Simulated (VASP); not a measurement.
IrSe4: single point with PBE

Crystal: IrSe4.

```
Ir Se
1.0
     3.72946   -4.02281    0.00000
     3.72946    4.02281    0.00000
     0.00000    0.00000    3.56743
Ir Se
1 4
Direct
  0.00000 0.00000 0.00000
  0.69898 0.30102 0.00000
  0.30102 0.69898 0.00000
  0.76188 0.76188 0.50000
  0.23812 0.23812 0.50000
```

* Program: VASP 6.6.1
* Task: single point
* Functional: PBE
* Potentials or basis: VASP PAW PBE potentials, release 64 (Ir, Se)
* Cutoff: 520 eV
* k mesh: 4 × 4 × 4
* Occupations: gaussian, width 0.1 eV
* Spin: collinear spin, ferromagnetic start
* Starting moments: [1.0, 0.0, 0.0, 0.0, 0.0] μB
* Dipole correction: no
* Further INCAR settings: ALGO = Normal; EDIFF = 1e-07; NBANDS = 28

| Item | Value |
| --- | --- |
| Pressure | 0.1 GPa |
| Largest force | 0.042 eV/Å |
| Net moment | 0.00 μB per cell |
| Valence electrons inside the program's atomic spheres | Ir 8.37; Se 3.70, 3.69 |

Forces on the atoms (eV/Å):
```
Ir   0.000  0.000  0.000
Se   0.000  0.042  0.000
Se   0.000 -0.042  0.000
Se  -0.032  0.000  0.000
Se   0.032  0.000  0.000
```

Stress tensor (GPa, compression positive):
```
0.07 0.00 0.00
0.00 0.19 0.00
0.00 0.00 0.12
```

Levels at points of the mesh, in eV from the Fermi level:
Spin up:
| k point | band 13 | band 14 | band 15 | band 16 | band 17 | band 18 | band 19 | band 20 | band 21 | band 22 |
| --- | --- | --- | --- | --- | --- | --- | --- | --- | --- | --- |
| (0.00, 0.00, 0.00) | -2.34 | -1.17 | 0.76 | 1.04 | 1.07 | 1.17 | 1.27 | 2.29 | 2.41 | 4.98 |
| (0.50, 0.00, 0.00) | -1.61 | -1.16 | -0.36 | -0.17 | -0.16 | 0.10 | 0.89 | 3.05 | 3.80 | 5.88 |
| (0.50, 0.50, 0.00) | -1.88 | -1.62 | -1.40 | -1.14 | -0.34 | 0.62 | 1.22 | 1.53 | 2.14 | 6.29 |
| (0.00, 0.00, 0.50) | -2.67 | -2.25 | -1.43 | -1.38 | -0.68 | -0.48 | 0.95 | 1.05 | 2.60 | 6.13 |
| (0.50, 0.00, 0.50) | -2.75 | -1.35 | -1.01 | -0.72 | -0.63 | -0.56 | -0.21 | 2.67 | 3.34 | 6.70 |
| (0.50, 0.50, 0.50) | -1.37 | -1.08 | -0.98 | 0.01 | 0.06 | 0.20 | 0.82 | 2.76 | 3.10 | 4.70 |
Spin down:
```tsv
k point	band 14	band 15	band 16	band 17	band 18	band 19	band 20	band 21
(0.00, 0.00, 0.00)	-1.17	0.76	1.04	1.07	1.17	1.27	2.29	2.41
(0.50, 0.00, 0.00)	-1.16	-0.36	-0.17	-0.16	0.10	0.89	3.05	3.80
(0.50, 0.50, 0.00)	-1.62	-1.40	-1.14	-0.34	0.62	1.22	1.53	2.14
(0.00, 0.00, 0.50)	-2.25	-1.43	-1.38	-0.68	-0.48	0.95	1.05	2.60
(0.50, 0.00, 0.50)	-1.35	-1.01	-0.72	-0.63	-0.56	-0.21	2.67	3.34
(0.50, 0.50, 0.50)	-1.08	-0.98	0.01	0.06	0.20	0.82	2.76	3.10
```

It took 4 min on 1 thread of AMD EPYC 7571, with other jobs on the host, peak memory 0.27 GiB.

Caveat: the k points lie up to 0.44 Å⁻¹ apart; spin-orbit coupling is left out, which moves the levels of the heavy elements.
